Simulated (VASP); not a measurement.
# Cs (Fd-3m) in VASP: notebook

The runs below take Cs through single point, with BLYP.

Everything below comes from runs of VASP 6.6.1. Logs are shortened: lines on timing, memory, paths and dates and some standing lists are left out, and cuts for length are marked.

## (1) The cell of the first run

Symmetry: Fd-3m, No. 227, cubic system. The conventional cell has a = 11.570 Å, b = 11.570 Å, c = 11.570 Å, α = 90.00°, β = 90.00°, γ = 90.00°.

## (2) Single point, BLYP (volume scaled by 0.88)

INCAR reads:

```
PREC = Accurate
ENCUT = 520
EDIFF = 1E-6
ISMEAR = -1
SIGMA = 0.1
LREAL = F
LASPH = T
NELM = 100
ALGO = Normal
ISIF = 2
LWAVE = F
LCHARG = F
GGA = B5
ALDAX = 1.0
AGGAX = 1.0
AGGAC = 1.0
ALDAC = 0.0
NBANDS = 16
```

KPOINTS reads:

```
regular mesh
0
Gamma
  5 5 5
```

POSCAR reads:

```
Cs
1.0
    0.0000000000      5.7849026662      5.7849026662
    5.7849026662      0.0000000000      5.7849026662
    5.7849026662      5.7849026662      0.0000000000
Cs
2
Direct
    0.1250000000      0.1250000000      0.1250000000
    0.8750000000      0.8750000000      0.8750000000
```

Potentials or basis: VASP PAW PBE potentials, release 64 (Cs_sv).

Command:

```
$ cat potpaw_PBE.64/Cs_sv/POTCAR > POTCAR
$ mpirun -np 1 vasp_std > vasp.out
```

OUTCAR:

```text
PREC = Accurate
   ENCUT = 520
   EDIFF = 1E-6
   ISMEAR = -1
   LREAL = F
   LASPH = T
   NELM = 100
   ISIF = 2
   GGA = B5

 ion  position               nearest neighbor table
   1  0.125  0.125  0.125-
   2  0.875  0.875  0.875-

  LATTYP: Found a face centered cubic cell.
 ALAT       =    11.5698053324

  Lattice vectors:

 A1 = (   0.0000000000,   5.7849026662,   5.7849026662)
 A2 = (   5.7849026662,   0.0000000000,   5.7849026662)
 A3 = (   5.7849026662,   5.7849026662,   0.0000000000)

Analysis of symmetry for initial positions (statically):
=====================================================================
 Subroutine PRICEL returns:
 Original cell was already a primitive cell.

 Routine SETGRP: Setting up the symmetry group for a
 face centered cubic supercell.

 Subroutine GETGRP returns: Found 48 space group operations
 (whereof 12 operations were pure point group operations)
 out of a pool of 48 trial point group operations.

The static configuration has the point symmetry D_3d.
 The point group associated with its full space group is O_h .

Analysis of symmetry for dynamics (positions and initial velocities):
=====================================================================
 Subroutine PRICEL returns:
 Original cell was already a primitive cell.

 Routine SETGRP: Setting up the symmetry group for a
 face centered cubic supercell.

 Subroutine GETGRP returns: Found 48 space group operations
 (whereof 12 operations were pure point group operations)
 out of a pool of 48 trial point group operations.

The dynamic configuration has the point symmetry D_3d.
 The point group associated with its full space group is O_h .

 Subroutine INISYM returns: Found 48 space group operations
 (whereof 12 operations are pure point group operations),
 and found     1 'primitive' translations

----------------------------------------------------------------------------------------

                                     Primitive cell

  volume of cell :     387.1847

  direct lattice vectors                    reciprocal lattice vectors
     0.000000000  5.784902666  5.784902666    -0.086431878  0.086431878  0.086431878
     5.784902666  0.000000000  5.784902666     0.086431878 -0.086431878  0.086431878
     5.784902666  5.784902666  0.000000000     0.086431878  0.086431878 -0.086431878

  length of vectors
     8.181087808  8.181087808  8.181087808     0.149704404  0.149704404  0.149704404

  position of ions in fractional coordinates (direct lattice)
     0.125000000  0.125000000  0.125000000
     0.875000000  0.875000000  0.875000000

  ion indices of the primitive-cell ions
   primitive index   ion index
                 1           1
                 2           2

----------------------------------------------------------------------------------------

 KPOINTS: regular mesh

Automatic generation of k-mesh.
 Grid dimensions read from file:
 generate k-points for:    5    5    5

 Generating k-lattice:

  Cartesian coordinates                     Fractional coordinates (reciprocal lattice)
    -0.017286376  0.017286376  0.017286376     0.200000000  0.000000000  0.000000000
     0.017286376 -0.017286376  0.017286376     0.000000000  0.200000000  0.000000000
     0.017286376  0.017286376 -0.017286376     0.000000000  0.000000000  0.200000000

  Length of vectors
     0.029940881  0.029940881  0.029940881

  Shift w.r.t. Gamma in fractional coordinates (k-lattice)
     0.000000000  0.000000000  0.000000000

 Subroutine IBZKPT returns following result:
 ===========================================

 Found     10 irreducible k-points:

 Following reciprocal coordinates:
            Coordinates               Weight
  0.000000  0.000000  0.000000      1.000000
  0.200000  0.000000  0.000000      8.000000
  0.400000  0.000000  0.000000      8.000000
  0.200000  0.200000  0.000000      6.000000
  0.400000  0.200000  0.000000     24.000000
 -0.400000  0.200000  0.000000     24.000000
 -0.200000  0.200000  0.000000     12.000000
  0.400000  0.400000  0.000000      6.000000
 -0.400000  0.400000  0.000000     12.000000
 -0.400000  0.400000  0.200000     24.000000
   k-points           NKPTS =     10   k-points in BZ     NKDIM =     10   number of bands    NBANDS=     16
   number of dos      NEDOS =    301   number of ions     NIONS =      2
   total plane-waves  NPLWV = 262144
   dimension x,y,z NGX =    64 NGY =   64 NGZ =   64
   dimension x,y,z NGXF=   128 NGYF=  128 NGZF=  128
   ions per type =               2
   NGX,Y,Z   is equivalent  to a cutoff of  13.01, 13.01, 13.01 a.u.
   NGXF,Y,Z  is equivalent  to a cutoff of  26.01, 26.01, 26.01 a.u.
 SYSTEM =  unknown system
   PREC   = accura    normal or accurate (medium, high low for compatibility)
   ISTART =      0    job   : 0-new  1-cont  2-samecut
   ICHARG =      2    charge: 1-file 2-atom 10-const
   ISPIN  =      1    spin polarized calculation?
   LNONCOLLINEAR =      F non collinear calculations
   LSORBIT =      F    spin-orbit coupling
   LASPH  =      T    aspherical Exc in radial PAW
   ENCUT  =  520.0 eV  38.22 Ry    6.18 a.u.  15.21 15.21 15.21*2*pi/ulx,y,z
   NELM   =    100;   NELMIN=  2; NELMDL= -5     # of ELM steps
   EDIFF  = 0.1E-05   stopping-criterion for ELM
   LREAL  =      F    real-space projection
   EDIFFG = 0.1E-04   stopping-criterion for IOM
   NSW    =      0    number of steps for IOM
   IBRION =     -1    ionic relax: 0-MD 1-quasi-New 2-CG
   NFREE  =      0    steps in history (QN), initial steepest desc. (CG)
   ISIF   =      2    stress and relaxation
   ISYM   =      2    0-nonsym 1-usesym 2-fastsym
   POTIM  = 0.5000    time-step for ionic-motion
   TEBEG  =    0.0;   TEEND  =   0.0 temperature during run
   PSTRESS=    0.0 pullay stress
   NELECT =      18.0000    total number of electrons
   NUPDOWN=      -1.0000    fix difference up-down
   EMIN   =  10.00;   EMAX   =-10.00  energy-range for DOS
   EFERMI =   0.00;   METHOD = LEGACY
   ISMEAR =    -1;   SIGMA  =   0.10  broadening in eV -4-tet -1-fermi 0-gaus
   EFERMI_NEDOS =   21; number of points for ismear=-14 and -15
   IALGO  =     38    algorithm
   IMIX   =      4    mixing-type and parameters
     AMIX     =   0.40;   BMIX     =  1.00
     AMIX_MAG =   1.60;   BMIX_MAG =  1.00
  volume/ion in A,a.u.               =     193.59      1306.43
  Fermi-wavevector in a.u.,A,eV,Ry     =   0.588653  1.112394  4.714592  0.346513
  Thomas-Fermi vector in A             =   1.636002
   LORBIT       =      0    0 simple, 1 ext, 2 COOP (PROOUT), +10 PAW based schemes
   GGA     = B5    functional components
   LHFCALC =     F    Hartree Fock is set to
   AEXX    =    0.0000 exact exchange contribution
   IVDW    =     0    specifies the selected vdW correction
   LEPSILON=     F    determine dielectric tensor
   LRPA    =     F    only Hartree local field effects (RPA)
 non-spin polarized calculation
  energy-cutoff  :      520.00
  volume of cell :      387.18
 maximum number of plane-waves:     10460
 NGX is ok and might be reduce to    64
   NGX = 31   NGY = 31   NGZ = 31

 number of electron      18.0000002 magnetization

 Free energy of the ion-electron system (eV)
  ---------------------------------------------------
  ext. energy  EPLUGINS =         0.00000000
  ---------------------------------------------------
  free energy    TOTEN  =        -0.85026577 eV

  energy without entropy =       -0.79897584  energy(sigma->0) =       -0.82462080

 E-fermi :  -0.1150     XC(G=0):  -3.5956

 val. band max:       -0.1922420626   @ k =  -0.4000   0.4000   0.0000
 cond. band min:      -0.0114275092   @ k =  -0.4000   0.4000   0.0000
 fundamental gap:      0.1808145534
 Fermi energy:        -0.1150187674

 k-point     1 :       0.0000    0.0000    0.0000
  band No.  band energies     occupation
      1     -24.3518      2.00000
      2     -24.3383      2.00000
      3     -11.2321      2.00000
      4     -11.2321      2.00000
      5     -11.2321      2.00000
      6     -11.1465      2.00000
[... 8 lines left out ...]
     15       1.5853      0.00000
     16       1.5853      0.00000

 k-point     2 :       0.2000    0.0000    0.0000
  band No.  band energies     occupation
      1     -24.3508      2.00000
      2     -24.3393      2.00000
      3     -11.2352      2.00000
      4     -11.2352      2.00000
      5     -11.2309      2.00000
      6     -11.1482      2.00000
[... 8 lines left out ...]
     15       1.3674      0.00000
     16       1.6169      0.00000

 k-point     3 :       0.4000    0.0000    0.0000
  band No.  band energies     occupation
      1     -24.3489      2.00000
      2     -24.3412      2.00000
      3     -11.2399      2.00000
      4     -11.2399      2.00000
      5     -11.2291      2.00000
      6     -11.1510      2.00000
[... 8 lines left out ...]
     15       1.4093      0.00000
     16       1.7941      0.00000

 k-point     4 :       0.2000    0.2000    0.0000
  band No.  band energies     occupation
      1     -24.3505      2.00000
      2     -24.3396      2.00000
      3     -11.2387      2.00000
      4     -11.2387      2.00000
      5     -11.2242      2.00000
      6     -11.1551      2.00000
[... 8 lines left out ...]
     15       1.3380      0.00000
     16       1.5968      0.00000

 k-point     5 :       0.4000    0.2000    0.0000
  band No.  band energies     occupation
      1     -24.3487      2.00000
      2     -24.3414      2.00000
      3     -11.2447      2.00000
      4     -11.2432      2.00000
      5     -11.2170      2.00000
      6     -11.1629      2.00000
[... 8 lines left out ...]
     15       1.4346      0.00000
     16       1.7166      0.00000

 k-point     6 :      -0.4000    0.2000    0.0000
  band No.  band energies     occupation
      1     -24.3476      2.00000
      2     -24.3425      2.00000
      3     -11.2481      2.00000
      4     -11.2428      2.00000
      5     -11.2154      2.00000
      6     -11.1646      2.00000
[... 8 lines left out ...]
     15       1.4362      0.00000
     16       1.8093      0.00000

 k-point     7 :      -0.2000    0.2000    0.0000
  band No.  band energies     occupation
      1     -24.3495      2.00000
      2     -24.3407      2.00000
      3     -11.2438      2.00000
      4     -11.2380      2.00000
      5     -11.2234      2.00000
      6     -11.1562      2.00000
[... 8 lines left out ...]
     15       1.4360      0.00000
     16       1.6557      0.00000

 k-point     8 :       0.4000    0.4000    0.0000
  band No.  band energies     occupation
      1     -24.3471      2.00000
      2     -24.3430      2.00000
      3     -11.2478      2.00000
      4     -11.2478      2.00000
      5     -11.2034      2.00000
      6     -11.1771      2.00000
[... 8 lines left out ...]
     15       1.6064      0.00000
     16       1.6064      0.00000

 k-point     9 :      -0.4000    0.4000    0.0000
  band No.  band energies     occupation
      1     -24.3457      2.00000
      2     -24.3444      2.00000
      3     -11.2505      2.00000
      4     -11.2476      2.00000
      5     -11.1970      2.00000
      6     -11.1834      2.00000
[... 8 lines left out ...]
     15       1.4653      0.00000
     16       1.7783      0.00000

 k-point    10 :      -0.4000    0.4000    0.2000
  band No.  band energies     occupation
      1     -24.3467      2.00000
      2     -24.3434      2.00000
      3     -11.2497      2.00000
      4     -11.2466      2.00000
      5     -11.2037      2.00000
      6     -11.1765      2.00000
[... 8 lines left out ...]
     15       1.4702      0.00000
     16       1.6395      0.00000

------------------------ aborting loop because EDIFF is reached ----------------------------------------

  FORCE on cell =-STRESS in cart. coord.  units (eV):
  Direction    XX          YY          ZZ          XY          YZ          ZX
  --------------------------------------------------------------------------------------
  -------------------------------------------------------------------------------------
  Total        0.2743513      0.2743513      0.2743513     -0.0000000      0.0000000      0.0000000
  in kB        1.1352709      1.1352709      1.1352709     -0.0000000      0.0000000      0.0000000
  external PRESSURE =       1.1352709 kB  Pullay stress =       0.0000000 kB

 VOLUME and BASIS-vectors are now :
 -----------------------------------------------------------------------------
  energy-cutoff  :      520.00
  volume of cell :      387.18
      direct lattice vectors                 reciprocal lattice vectors
     0.000000000  5.784902666  5.784902666    -0.086431878  0.086431878  0.086431878
     5.784902666  0.000000000  5.784902666     0.086431878 -0.086431878  0.086431878
     5.784902666  5.784902666  0.000000000     0.086431878  0.086431878 -0.086431878

 POSITION                                       TOTAL-FORCE (eV/Angst)
 -----------------------------------------------------------------------------------
      1.44623      1.44623      1.44623        -0.000000     -0.000000     -0.000000
     10.12358     10.12358     10.12358         0.000000      0.000000      0.000000
 -----------------------------------------------------------------------------------
    total drift:                                0.000000      0.000000      0.000000

  FREE ENERGIE OF THE ION-ELECTRON SYSTEM (eV)
  ---------------------------------------------------
  free  energy   TOTEN  =        -0.8502657721 eV

  energy  without entropy=       -0.7989758354  energy(sigma->0) =       -0.82462080
```

It took 2.7 min on 1 thread of Intel Xeon Platinum 8488C (Sapphire Rapids), shared host; peak memory 0.54 GiB.

What came out:

```yaml
Free_energy: -0.8503 eV
Pressure: 0.1 GPa
Band_gap_on_the_k_mesh: 0.18 eV, direct
```

Levels at points of the mesh, in eV from the valence-band top:
```
           k point  band 6  band 7  band 8  band 9  band 10  band 11  band 12  band 13
(0.00, 0.00, 0.00)  -10.95  -10.95  -10.95   -1.12     1.39     1.39     1.43     1.43
```

Caveat: the PAW data sets were made with another functional, which shifts forces and pressure a little; spin-orbit coupling is left out, which moves the levels of the heavy elements.

(Part 1 of 2 ends here.)
